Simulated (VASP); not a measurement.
# BaTiO3 (Pm-3m) in VASP: single point with r2SCAN

Aim: the single point of BaTiO3 with r2SCAN.

Everything below comes from runs of VASP 6.6.1. Logs are shortened: lines on timing, memory, paths and dates and some standing lists are left out, and cuts for length are marked.

## (1) The cell of the first run

Symmetry: Pm-3m, No. 221, cubic system. The conventional cell has a = 4.059 Å, b = 4.059 Å, c = 4.059 Å, α = 90.00°, β = 90.00°, γ = 90.00°. Within 3.8 Å of Ba (site symmetry m-3m) lie 12 O at 2.87 Å and 8 Ti at 3.51 Å. Within 2.7 Å of Ti (site symmetry m-3m) lie 6 O at 2.03 Å. Within 2.7 Å of O (site symmetry 4/mmm) lie 2 Ti at 2.03 Å.

## (2) Single point, r2SCAN

File POSCAR:

```
BaTiO3
1.0
    4.0586171800      0.0000000000      0.0000000000
    0.0000000000      4.0586171800      0.0000000000
    0.0000000000      0.0000000000      4.0586171800
Ba Ti O
1 1 3
Direct
    0.0000000000      0.0000000000      0.0000000000
    0.5000000000      0.5000000000      0.5000000000
    0.5000000000      0.5000000000      0.0000000000
    0.0000000000      0.5000000000      0.5000000000
    0.5000000000      0.0000000000      0.5000000000
```

File INCAR.step1:

```
SYSTEM = BaTiO3
PREC = Accurate
ENCUT = 910
ISMEAR = -1
SIGMA = 0.1
LREAL = .False.
LASPH = .True.
NELM = 120
NBANDS = 28
GGA = PE
ALGO = Normal
EDIFF = 1E-5
LWAVE = .True.
LCHARG = .False.
GGA_COMPAT = .False.
```

File INCAR.step2:

```
SYSTEM = BaTiO3
PREC = Accurate
ENCUT = 910
EDIFF = 1E-6
ISMEAR = -1
SIGMA = 0.1
LREAL = .False.
LASPH = .True.
NELM = 120
ALGO = Normal
ISIF = 2
LWAVE = .False.
LCHARG = .True.
METAGGA = R2SCAN
LMIXTAU = .True.
LELF = .True.
LVHAR = .True.
NBANDS = 28
ISTART = 1
GGA_COMPAT = .False.
```

File KPOINTS:

```
Automatic mesh
0
Gamma
  6 6 6
  0 0 0
```

Potentials or basis: VASP PAW PBE potentials, release 64 (Ba_sv, Ti_sv, O_h).

The run is started by

```bash
> cat potpaw_PBE.64/Ba_sv/POTCAR potpaw_PBE.64/Ti_sv/POTCAR potpaw_PBE.64/O_h/POTCAR > POTCAR
> cp INCAR.step1 INCAR
> mpirun -np 1 vasp_std > vasp.out
> cp INCAR.step2 INCAR
> mpirun -np 1 vasp_std > vasp.out
```

OUTCAR:

```text
SYSTEM = BaTiO3
   PREC = Accurate
   ENCUT = 910
   EDIFF = 1E-6
   ISMEAR = -1
   LREAL = .False.
   LASPH = .True.
   NELM = 120
   ISIF = 2
   METAGGA = R2SCAN
   ISTART = 1

 ion  position               nearest neighbor table
   1  0.000  0.000  0.000-   3 2.87   4 2.87   5 2.87   4 2.87   5 2.87   3 2.87   4 2.87   4 2.87
                             3 2.87   5 2.87   5 2.87   3 2.87   2 3.51   2 3.51   2 3.51   2 3.51
   2  0.500  0.500  0.500-   3 2.03   4 2.03   5 2.03   3 2.03   5 2.03   4 2.03   1 3.51   1 3.51
                             1 3.51   1 3.51   1 3.51   1 3.51   1 3.51   1 3.51
   3  0.500  0.500  0.000-   2 2.03   2 2.03   1 2.87   1 2.87   1 2.87   1 2.87
   4  0.000  0.500  0.500-   2 2.03   2 2.03   1 2.87   1 2.87   1 2.87   1 2.87
   5  0.500  0.000  0.500-   2 2.03   2 2.03   1 2.87   1 2.87   1 2.87   1 2.87

  LATTYP: Found a simple cubic cell.
 ALAT       =     4.0586171800

  Lattice vectors:

 A1 = (   4.0586171800,   0.0000000000,   0.0000000000)
 A2 = (   0.0000000000,   4.0586171800,   0.0000000000)
 A3 = (   0.0000000000,   0.0000000000,   4.0586171800)

Analysis of symmetry for initial positions (statically):
=====================================================================
 Subroutine PRICEL returns:
 Original cell was already a primitive cell.

 Routine SETGRP: Setting up the symmetry group for a
 simple cubic supercell.

 Subroutine GETGRP returns: Found 48 space group operations
 (whereof 48 operations were pure point group operations)
 out of a pool of 48 trial point group operations.

The static configuration has the point symmetry O_h .

Analysis of symmetry for dynamics (positions and initial velocities):
=====================================================================
 Subroutine PRICEL returns:
 Original cell was already a primitive cell.

 Routine SETGRP: Setting up the symmetry group for a
 simple cubic supercell.

 Subroutine GETGRP returns: Found 48 space group operations
 (whereof 48 operations were pure point group operations)
 out of a pool of 48 trial point group operations.

The dynamic configuration has the point symmetry O_h .

 Subroutine INISYM returns: Found 48 space group operations
 (whereof 48 operations are pure point group operations),
 and found     1 'primitive' translations

----------------------------------------------------------------------------------------
[... 93 lines left out ...]
   NELM   =    120;   NELMIN=  2; NELMDL=  0     # of ELM steps
   EDIFF  = 0.1E-05   stopping-criterion for ELM
   LREAL  =      F    real-space projection
   EDIFFG = 0.1E-04   stopping-criterion for IOM
   NSW    =      0    number of steps for IOM
   IBRION =     -1    ionic relax: 0-MD 1-quasi-New 2-CG
   NFREE  =      0    steps in history (QN), initial steepest desc. (CG)
   ISIF   =      2    stress and relaxation
   ISYM   =      2    0-nonsym 1-usesym 2-fastsym
   POTIM  = 0.5000    time-step for ionic-motion
   TEBEG  =    0.0;   TEEND  =   0.0 temperature during run
   PSTRESS=    0.0 pullay stress
   NELECT =      40.0000    total number of electrons
   NUPDOWN=      -1.0000    fix difference up-down
   EMIN   =  10.00;   EMAX   =-10.00  energy-range for DOS
   EFERMI =   0.00;   METHOD = LEGACY
   ISMEAR =    -1;   SIGMA  =   0.10  broadening in eV -4-tet -1-fermi 0-gaus
   EFERMI_NEDOS =   21; number of points for ismear=-14 and -15
   IALGO  =     38    algorithm
   IMIX   =      4    mixing-type and parameters
     AMIX     =   0.40;   BMIX     =  1.00
     AMIX_MAG =   1.60;   BMIX_MAG =  1.00
  volume/ion in A,a.u.               =      13.37        90.23
  Fermi-wavevector in a.u.,A,eV,Ry     =   1.379484  2.606847 25.891570  1.902977
  Thomas-Fermi vector in A             =   2.504449
   LORBIT       =      0    0 simple, 1 ext, 2 COOP (PROOUT), +10 PAW based schemes
   METAGGA = R2SCAN    functional components
   LHFCALC =     F    Hartree Fock is set to
   AEXX    =    0.0000 exact exchange contribution
   IVDW    =     0    specifies the selected vdW correction
   LEPSILON=     F    determine dielectric tensor
   LRPA    =     F    only Hartree local field effects (RPA)
 non-spin polarized calculation
  energy-cutoff  :      910.00
  volume of cell :       66.86
 maximum number of plane-waves:      4224
 NGX is ok and might be reduce to    40
   NGX = 19   NGY = 19   NGZ = 19

 number of electron      40.0000003 magnetization

 Free energy of the ion-electron system (eV)
  ---------------------------------------------------
  ext. energy  EPLUGINS =         0.00000000
  ---------------------------------------------------
  free energy    TOTEN  =       -74.22142129 eV

  energy without entropy =      -74.22140872  energy(sigma->0) =      -74.22141501

 E-fermi :   4.6070     XC(G=0): -11.6870

 val. band max:        3.5537725701   @ k =   0.5000   0.5000   0.5000
 cond. band min:       5.5951239044   @ k =   0.0000   0.0000   0.0000
 fundamental gap:      2.0413513343
 Fermi energy:         4.6070343616

 k-point     1 :       0.0000    0.0000    0.0000
  band No.  band energies     occupation
      1     -55.5174      2.00000
      2     -30.6520      2.00000
      3     -30.6520      2.00000
      4     -30.6520      2.00000
      5     -22.0157      2.00000
      6     -14.2100      2.00000
[... 609 lines left out ...]
     27      11.1916      0.00000
     28      11.1916      0.00000

------------------------ aborting loop because EDIFF is reached ----------------------------------------

  FORCE on cell =-STRESS in cart. coord.  units (eV):
  Direction    XX          YY          ZZ          XY          YZ          ZX
  --------------------------------------------------------------------------------------
  -------------------------------------------------------------------------------------
  Total       -2.6438878     -2.6438878     -2.6438878     -0.0000000     -0.0000000      0.0000000
  in kB      -63.3606085    -63.3606085    -63.3606085     -0.0000000     -0.0000000      0.0000000
  external PRESSURE =     -63.3606085 kB  Pullay stress =       0.0000000 kB

 VOLUME and BASIS-vectors are now :
 -----------------------------------------------------------------------------
  energy-cutoff  :      910.00
  volume of cell :       66.86
      direct lattice vectors                 reciprocal lattice vectors
     4.058617180  0.000000000  0.000000000     0.246389338  0.000000000  0.000000000
     0.000000000  4.058617180  0.000000000     0.000000000  0.246389338  0.000000000
     0.000000000  0.000000000  4.058617180     0.000000000  0.000000000  0.246389338

 POSITION                                       TOTAL-FORCE (eV/Angst)
 -----------------------------------------------------------------------------------
      0.00000      0.00000      0.00000         0.000000      0.000000      0.000000
      2.02931      2.02931      2.02931         0.000000      0.000000      0.000000
      2.02931      2.02931      0.00000         0.000000      0.000000      0.000000
      0.00000      2.02931      2.02931         0.000000      0.000000      0.000000
      2.02931      0.00000      2.02931         0.000000      0.000000      0.000000
 -----------------------------------------------------------------------------------
    total drift:                                0.000000      0.000000     -0.000000

  FREE ENERGIE OF THE ION-ELECTRON SYSTEM (eV)
  ---------------------------------------------------
  free  energy   TOTEN  =       -74.2214212914 eV

  energy  without entropy=      -74.2214087218  energy(sigma->0) =      -74.22141501
```

It took 10 min on 1 thread of AMD EPYC 7R43 (Zen 3), shared host; peak memory 0.28 GiB.

Results:

```
Free energy            : -74.2214 eV
Pressure               : -6.3 GPa
Band gap on the k mesh : 2.04 eV (least direct gap 2.23 eV)
```

Caveat: the cutoff is under 1.25 times the usual one of these potentials, so pressure, stress and relaxed cells hold a basis-set (Pulay) error; the cell stands under tension; the PAW data sets were made with another functional, which shifts forces and pressure a little; spin-orbit coupling is left out, which moves the levels of the heavy elements. r2SCAN opens gaps a little over a GGA but as a rule still falls short of measured ones.
